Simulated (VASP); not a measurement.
# Al (Fm-3m) in VASP: a series of runs, part 2 of 2

VASP 6.6.1. The steps go on from the part before.

## (4) Single point, PBE (volume scaled by 0.97)

Contents of INCAR:

```
SYSTEM = Al
PREC = Accurate
ENCUT = 500
EDIFF = 1E-6
ISMEAR = 0
SIGMA = 0.1
LREAL = .False.
LASPH = .True.
NELM = 120
ALGO = Normal
ISIF = 2
LWAVE = .False.
LCHARG = .True.
GGA = PE
LELF = .True.
LVHAR = .True.
NBANDS = 8
GGA_COMPAT = .False.
```

Contents of KPOINTS:

```
regular mesh
0
Gamma
  18 18 18
  0 0 0
```

Contents of POSCAR:

```
Al
1.0
    0.0000000000      2.0001658179      2.0001658179
    2.0001658179      0.0000000000      2.0001658179
    2.0001658179      2.0001658179      0.0000000000
Al
1
Direct
    0.0000000000      0.0000000000      0.0000000000
```

Potentials or basis: VASP PAW PBE potentials, release 64 (Al).

Launch:

```
> cat potpaw_PBE.64/Al/POTCAR > POTCAR
> mpirun -np 1 vasp_std > vasp.out
```

OUTCAR:

```text
SYSTEM = Al
   PREC = Accurate
   ENCUT = 500
   EDIFF = 1E-6
   ISMEAR = 0
   LREAL = .False.
   LASPH = .True.
   NELM = 120
   ISIF = 2
   GGA = PE

 ion  position               nearest neighbor table
   1  0.000  0.000  0.000-

  LATTYP: Found a face centered cubic cell.
 ALAT       =     4.0003316358

  Lattice vectors:

 A1 = (   0.0000000000,   2.0001658179,   2.0001658179)
 A2 = (   2.0001658179,   0.0000000000,   2.0001658179)
 A3 = (   2.0001658179,   2.0001658179,   0.0000000000)

Analysis of symmetry for initial positions (statically):
=====================================================================
 Subroutine PRICEL returns:
 Original cell was already a primitive cell.

 Routine SETGRP: Setting up the symmetry group for a
 face centered cubic supercell.

 Subroutine GETGRP returns: Found 48 space group operations
 (whereof 48 operations were pure point group operations)
 out of a pool of 48 trial point group operations.

The static configuration has the point symmetry O_h .

Analysis of symmetry for dynamics (positions and initial velocities):
=====================================================================
[... 162 lines left out ...]
 Fermi energy:         8.3166017572

 k-point     1 :       0.0000    0.0000    0.0000
  band No.  band energies     occupation
      1      -3.0247      2.00000
      2      21.1123      0.00000
      3      21.1123      0.00000
      4      21.1123      0.00000
      5      22.8384      0.00000
      6      22.8384      0.00000
      7      22.8384      0.00000
      8      25.0113      0.00000
[... 243 lines left out ...]
 k-point    24 :      -0.2222    0.0556    0.0000
  band No.  band energies     occupation
      1      -1.3504      2.00000
      2      12.2317      0.00000
      3      17.7995      0.00000
      4      20.7026      0.00000
      5      22.4807      0.00000
      6      23.5557      0.00000
      7      24.0191      0.00000
      8      26.2482      0.00000

 [... further k-points ...]

------------------------ aborting loop because EDIFF is reached ----------------------------------------

  FORCE on cell =-STRESS in cart. coord.  units (eV):
  Direction    XX          YY          ZZ          XY          YZ          ZX
  --------------------------------------------------------------------------------------
  -------------------------------------------------------------------------------------
  Total        0.2453417      0.2453417      0.2453417     -0.0000000      0.0000000      0.0000000
  in kB       24.5614438     24.5614438     24.5614438     -0.0000000      0.0000000      0.0000000
  external PRESSURE =      24.5614438 kB  Pullay stress =       0.0000000 kB

 VOLUME and BASIS-vectors are now :
 -----------------------------------------------------------------------------
  energy-cutoff  :      500.00
  volume of cell :       16.00
      direct lattice vectors                 reciprocal lattice vectors
     0.000000000  2.000165818  2.000165818    -0.249979274  0.249979274  0.249979274
     2.000165818  0.000000000  2.000165818     0.249979274 -0.249979274  0.249979274
     2.000165818  2.000165818  0.000000000     0.249979274  0.249979274 -0.249979274

 POSITION                                       TOTAL-FORCE (eV/Angst)
 -----------------------------------------------------------------------------------
      0.00000      0.00000      0.00000         0.000000      0.000000      0.000000
 -----------------------------------------------------------------------------------
    total drift:                               -0.000000      0.000000      0.000000

  FREE ENERGIE OF THE ION-ELECTRON SYSTEM (eV)
  ---------------------------------------------------
  free  energy   TOTEN  =        -3.7408555129 eV

  energy  without entropy=       -3.7378665615  energy(sigma->0) =       -3.73936104
```

OSZICAR:

```text
N       E                     dE             d eps       ncg     rms          rms(c)
DAV:   1    -0.236434626613E+01   -0.23643E+01   -0.83000E+02  3120   0.195E+02
DAV:   2    -0.375792263181E+01   -0.13936E+01   -0.13649E+01  4392   0.186E+01
DAV:   3    -0.376389472067E+01   -0.59721E-02   -0.59716E-02  4000   0.140E+00
DAV:   4    -0.376390844766E+01   -0.13727E-04   -0.13727E-04  4992   0.594E-02
DAV:   5    -0.376390847441E+01   -0.26752E-07   -0.26911E-07  4024   0.146E-03    0.136E+00
DAV:   6    -0.375058664298E+01    0.13322E-01   -0.15064E-03  4248   0.185E-01    0.789E-01
DAV:   7    -0.374086153545E+01    0.97251E-02   -0.45478E-03  4144   0.301E-01    0.152E-01
DAV:   8    -0.374085749743E+01    0.40380E-05   -0.12481E-05  4384   0.252E-02    0.118E-02
DAV:   9    -0.374085580477E+01    0.16927E-05   -0.82427E-07  4488   0.410E-03    0.619E-04
DAV:  10    -0.374085551289E+01    0.29188E-06   -0.31101E-09  2832   0.405E-04
   1 F= -.37408555E+01 E0= -.37393610E+01  d E =-.298895E-02
```

Run time: 20 s. Hardware: 1 thread of Intel Xeon 8259CL, shared host; peak memory 0.14 GiB.

Results:

| Quantity | Value |
| --- | --- |
| Free energy | -3.7409 eV |
| Pressure | 2.5 GPa |

Levels at points of the mesh, in eV from the Fermi level:
```
           k point  band 1  band 2  band 3  band 4  band 5  band 6
(0.00, 0.00, 0.00)  -11.34   12.80   12.80   12.80   14.52   14.52
(0.50, 0.00, 0.00)   -4.71   -4.42   11.61   11.61   11.75   11.75
(0.50, 0.50, 0.00)   -2.99   -1.60    5.27    5.75    5.75    9.37
```

## (5) Single point, PBE (volume scaled by 1.03)

Contents of INCAR:

```
PREC = Accurate ; ENCUT = 500
EDIFF = 1E-6 ; ISMEAR = 0
SIGMA = 0.1 ; LREAL = False
LASPH = True ; NELM = 120
ALGO = Normal ; ISIF = 2
LWAVE = False ; LCHARG = False
GGA = PE ; NBANDS = 8
GGA_COMPAT = False
```

Contents of KPOINTS:

```
regular mesh
0
Gamma
  18 18 18
```

Contents of POSCAR:

```
Al
1.0
    0.0000000000      2.0405840978      2.0405840978
    2.0405840978      0.0000000000      2.0405840978
    2.0405840978      2.0405840978      0.0000000000
Al
1
Direct
    0.0000000000      0.0000000000      0.0000000000
```

Launch:

```
> cat potpaw_PBE.64/Al/POTCAR > POTCAR
> mpirun -np 1 vasp_std > vasp.out
```

Wall time 21 s (1 thread of Intel Xeon 8259CL, shared host); peak memory 0.14 GiB.

It converged, with:

- Free energy: -3.7411 eV
- Pressure: -2.2 GPa

Levels at points of the mesh, in eV from the Fermi level:
```csv
k point,band 1,band 2,band 3,band 4
"(0.00, 0.00, 0.00)",-10.92,12.47,12.47,12.47
"(0.50, 0.00, 0.00)",-4.47,-4.33,11.11,11.11
"(0.50, 0.50, 0.00)",-2.84,-1.59,5.26,5.47
```

## (6) Single point, PBE (volume scaled by 1.06)

Contents of INCAR:

```
SYSTEM = Al
ALGO     = Normal         ! electronic algorithm
EDIFF    = 1E-6           ! SCF threshold, eV
ENCUT    = 500            ! plane-wave cutoff, eV
GGA      = PE             ! functional
GGA_COMPAT= .False.      
ISIF     = 2              ! what is computed and relaxed
ISMEAR   = 0              ! smearing method
LASPH    = .True.         ! aspherical terms in the spheres
LCHARG   = .True.         ! write CHGCAR
LELF     = .True.         ! ELF
LREAL    = .False.        ! projectors in reciprocal space
LVHAR    = .True.       
LWAVE    = .False.        ! write WAVECAR
NBANDS   = 8              ! bands
NELM     = 120            ! most SCF steps
PREC     = Accurate       ! precision mode
SIGMA    = 0.1            ! smearing width, eV
```

Contents of KPOINTS:

```
k-points
0
Gamma
  18 18 18
  0 0 0
```

Contents of POSCAR:

```
Al
1.0
    0.0000000000      2.0602063025      2.0602063025
    2.0602063025      0.0000000000      2.0602063025
    2.0602063025      2.0602063025      0.0000000000
Al
1
Direct
    0.0000000000      0.0000000000      0.0000000000
```

Potentials or basis: VASP PAW PBE potentials, release 64 (Al).

Launch:

```
> cat potpaw_PBE.64/Al/POTCAR > POTCAR
> mpirun -np 1 vasp_std > vasp.out
```

OUTCAR:

```text
SYSTEM = Al
   EDIFF = 1E-6
   ENCUT = 500
   GGA = PE
   ISIF = 2
   ISMEAR = 0
   LASPH = .True.
   LREAL = .False.
   NELM = 120
   PREC = Accurate

 ion  position               nearest neighbor table
   1  0.000  0.000  0.000-

  LATTYP: Found a face centered cubic cell.
 ALAT       =     4.1204126050

  Lattice vectors:

 A1 = (   0.0000000000,   2.0602063025,   2.0602063025)
 A2 = (   2.0602063025,   0.0000000000,   2.0602063025)
 A3 = (   2.0602063025,   2.0602063025,   0.0000000000)

Analysis of symmetry for initial positions (statically):
[... 6 lines left out ...]

 Subroutine GETGRP returns: Found 48 space group operations
 (whereof 48 operations were pure point group operations)
 out of a pool of 48 trial point group operations.

The static configuration has the point symmetry O_h .

Analysis of symmetry for dynamics (positions and initial velocities):
[... 6 lines left out ...]

 Subroutine GETGRP returns: Found 48 space group operations
 (whereof 48 operations were pure point group operations)
 out of a pool of 48 trial point group operations.

The dynamic configuration has the point symmetry O_h .

 Subroutine INISYM returns: Found 48 space group operations
 (whereof 48 operations are pure point group operations),
 and found     1 'primitive' translations

----------------------------------------------------------------------------------------

                                     Primitive cell

  volume of cell :      17.4889

  direct lattice vectors                    reciprocal lattice vectors
     0.000000000  2.060206303  2.060206303    -0.242694142  0.242694142  0.242694142
     2.060206303  0.000000000  2.060206303     0.242694142 -0.242694142  0.242694142
     2.060206303  2.060206303  0.000000000     0.242694142  0.242694142 -0.242694142

  length of vectors
     2.913571694  2.913571694  2.913571694     0.420358584  0.420358584  0.420358584

[... 90 lines left out ...]
   NUPDOWN=      -1.0000    fix difference up-down
   EMIN   =  10.00;   EMAX   =-10.00  energy-range for DOS
   EFERMI =   0.00;   METHOD = LEGACY
   ISMEAR =     0;   SIGMA  =   0.10  broadening in eV -4-tet -1-fermi 0-gaus
   EFERMI_NEDOS =   21; number of points for ismear=-14 and -15
   IALGO  =     38    algorithm
   IMIX   =      4    mixing-type and parameters
     AMIX     =   0.40;   BMIX     =  1.00
     AMIX_MAG =   1.60;   BMIX_MAG =  1.00
  volume/ion in A,a.u.               =      17.49       118.02
  Fermi-wavevector in a.u.,A,eV,Ry     =   0.909623  1.718937 11.257639  0.827413
  Thomas-Fermi vector in A             =   2.033689
   LORBIT       =      0    0 simple, 1 ext, 2 COOP (PROOUT), +10 PAW based schemes
   GGA     = PE    functional components
   LHFCALC =     F    Hartree Fock is set to
   AEXX    =    0.0000 exact exchange contribution
   IVDW    =     0    specifies the selected vdW correction
   LEPSILON=     F    determine dielectric tensor
   LRPA    =     F    only Hartree local field effects (RPA)
 non-spin polarized calculation
 Gauss-broadening in eV      SIGMA  =   0.10
  energy-cutoff  :      500.00
  volume of cell :       17.49
 maximum number of plane-waves:       459
 NGX is ok and might be reduce to    24
   NGX = 11   NGY = 11   NGZ = 11

 number of electron       3.0000000 magnetization

 Free energy of the ion-electron system (eV)
  ---------------------------------------------------
  ext. energy  EPLUGINS =         0.00000000
  ---------------------------------------------------
  free energy    TOTEN  =        -3.73155484 eV

  energy without entropy =       -3.72913264  energy(sigma->0) =       -3.73034374

 E-fermi :   7.3975     XC(G=0):  -9.9877

 val. band max:        7.3569863918   @ k =   0.5000   0.4444   0.0556
 cond. band min:       7.4105041921   @ k =  -0.3889   0.3889   0.1667
 fundamental gap:      0.0535178002
 Fermi energy:         7.3974992486

 k-point     1 :       0.0000    0.0000    0.0000
  band No.  band energies     occupation
      1      -3.3321      2.00000
      2      19.7077      0.00000
      3      19.7077      0.00000
      4      19.7077      0.00000
      5      20.7706      0.00000
      6      20.7706      0.00000
      7      20.7706      0.00000
      8      23.4570      0.00000
[... 243 lines left out ...]
 k-point    24 :      -0.2222    0.0556    0.0000
  band No.  band energies     occupation
      1      -1.7525      2.00000
      2      11.1176      0.00000
      3      16.3291      0.00000
      4      19.0667      0.00000
      5      20.7928      0.00000
      6      21.7737      0.00000
      7      22.2061      0.00000
      8      24.3659      0.00000

 [... further k-points ...]
[... 5 lines left out ...]
  --------------------------------------------------------------------------------------
  -------------------------------------------------------------------------------------
  Total       -0.4352083     -0.4352083     -0.4352083     -0.0000000      0.0000000      0.0000000
  in kB      -39.8699429    -39.8699429    -39.8699429     -0.0000000      0.0000000      0.0000000
  external PRESSURE =     -39.8699429 kB  Pullay stress =       0.0000000 kB

 VOLUME and BASIS-vectors are now :
 -----------------------------------------------------------------------------
  energy-cutoff  :      500.00
  volume of cell :       17.49
      direct lattice vectors                 reciprocal lattice vectors
     0.000000000  2.060206303  2.060206303    -0.242694142  0.242694142  0.242694142
     2.060206303  0.000000000  2.060206303     0.242694142 -0.242694142  0.242694142
     2.060206303  2.060206303  0.000000000     0.242694142  0.242694142 -0.242694142

 POSITION                                       TOTAL-FORCE (eV/Angst)
 -----------------------------------------------------------------------------------
      0.00000      0.00000      0.00000        -0.000000     -0.000000     -0.000000
 -----------------------------------------------------------------------------------
    total drift:                               -0.000000      0.000000      0.000000

  FREE ENERGIE OF THE ION-ELECTRON SYSTEM (eV)
  ---------------------------------------------------
  free  energy   TOTEN  =        -3.7315548429 eV

  energy  without entropy=       -3.7291326416  energy(sigma->0) =       -3.73034374
```

stdout:

```text
POSCAR found type information on POSCAR Al
 POSCAR found :  1 types and       1 ions
 scaLAPACK will be used
 LDA part: xc-table for (Slater+PW92), standard interpolation
 POSCAR, INCAR and KPOINTS ok, starting setup
 FFT: planning ... GRIDC
 FFT: planning ... GRID_SOFT
 FFT: planning ... GRID
 WAVECAR not read
 entering main loop
```

It took 27 s on 1 thread of Intel Xeon 8259CL, shared host; peak memory 0.14 GiB.

What came out:

```yaml
Free_energy: -3.7316 eV
Pressure: -4.0 GPa
```

Levels at points of the mesh, in eV from the Fermi level:
```csv
k point,band 1,band 2,band 3,band 4
"(0.00, 0.00, 0.00)",-10.73,12.31,12.31,12.31
"(0.50, 0.00, 0.00)",-4.35,-4.29,10.81,10.81
"(0.50, 0.50, 0.00)",-2.77,-1.59,5.25,5.34
```

## (7) Single point, PBE (volume scaled by 1.09)

Contents of INCAR:

```
SYSTEM = Al
  PREC = Accurate
  ENCUT = 500
  EDIFF = 1E-6
  ISMEAR = 0
  SIGMA = 0.1
  LREAL = .False.
  LASPH = .True.
  NELM = 120
  ALGO = Normal
  ISIF = 2
  LWAVE = .False.
  LCHARG = .False.
  GGA = PE
  NBANDS = 8
  GGA_COMPAT = .False.
```

Contents of KPOINTS:

```
Automatic mesh
0
Gamma
  18 18 18
  0 0 0
```

Contents of POSCAR:

```
Al
1.0
    0.0000000000      2.0794616831      2.0794616831
    2.0794616831      0.0000000000      2.0794616831
    2.0794616831      2.0794616831      0.0000000000
Al
1
Direct
    0.0000000000      0.0000000000      0.0000000000
```

Launch:

```
> cat potpaw_PBE.64/Al/POTCAR > POTCAR
> mpirun -np 1 vasp_std > vasp.out
```

Wall time 28 s (1 thread of Intel Xeon 8259CL, shared host); peak memory 0.14 GiB.

The run converged. Its results:

| Quantity | Value |
| --- | --- |
| Free energy | -3.7168 eV |
| Pressure | -5.5 GPa |

Levels at points of the mesh, in eV from the Fermi level:
```
           k point  band 1  band 2  band 3  band 4
(0.00, 0.00, 0.00)  -10.55   12.16   12.16   12.16
(0.50, 0.00, 0.00)   -4.26   -4.25   10.53   10.53
(0.50, 0.50, 0.00)   -2.71   -1.59    5.21    5.21
```

## (8) Overview

| cell | gap on the mesh (eV) | pressure (GPa) |
| --- | --- | --- |
| a = 2.769 Å, angles 60.0°, 1 atom | none | 8.9 |
| a = 2.799 Å, angles 60.0°, 1 atom | none | 5.4 |
| a = 2.829 Å, angles 60.0°, 1 atom | none | 2.5 |
| a = 2.886 Å, angles 60.0°, 1 atom | none | -2.2 |
| a = 2.914 Å, angles 60.0°, 1 atom | none | -4.0 |
| a = 2.941 Å, angles 60.0°, 1 atom | none | -5.5 |

Alike in all rows: task single point; level PBE; potentials or basis VASP PAW PBE potentials, release 64 (Al); no spin polarisation; k mesh 18 × 18 × 18; cutoff (eV) 500; smearing gaussian 0.1 eV.

Total energies depend on the potentials used, so only differences within one code and one set of settings carry meaning.
